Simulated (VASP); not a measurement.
Here is a VASP 6.6.1 calculation.

File INCAR:

```
ALGO     = Normal         # electronic algorithm
EDIFF    = 1E-6           # SCF threshold, eV
ENCUT    = 520            # plane-wave cutoff, eV
GGA      = PS             # functional
ISIF     = 2              # what is computed and relaxed
ISMEAR   = -1             # smearing method
LASPH    = T              # aspherical terms in the spheres
LCHARG   = F              # write CHGCAR
LREAL    = F              # projectors in reciprocal space
LWAVE    = F              # write WAVECAR
NBANDS   = 18             # bands
NELM     = 100            # most SCF steps
PREC     = Accurate       # precision mode
SIGMA    = 0.05           # smearing width, eV
```

The input KPOINTS:

```
k-points
0
Gamma
  8 8 5
```

Contents of POSCAR:

```
PtSe2
1.0
    3.7636477037      0.0000000000      0.0000000000
   -1.8818238519      3.2594145223      0.0000000000
    0.0000000000      0.0000000000      4.8379328674
Pt Se
1 2
Direct
    0.0000000000      0.0000000000      0.0000000000
    0.6666666667      0.3333333333      0.7361579908
    0.3333333333      0.6666666667      0.2638420092
```

Potentials or basis: VASP PAW PBE potentials, release 64 (Pt, Se).

Launch:

```sh
$ cat potpaw_PBE.64/Pt/POTCAR potpaw_PBE.64/Se/POTCAR > POTCAR
$ mpirun -np 1 vasp_std > vasp.out
```

Task: Estimate the band gap on the k mesh.

Result: Zero (bands 11 and 12 overlap by 0.82 eV).

Task: What does it give for the pressure?

Result: -0.5 GPa.

Forces in eV/Å, atoms in the order of the input:
```
Pt   0.000  0.000  0.000
Se   0.000  0.000  0.077
Se   0.000  0.000 -0.077
```

Caveat: the PAW data sets were made with another functional, which shifts forces and pressure a little; spin-orbit coupling is left out, which moves the levels of the heavy elements.
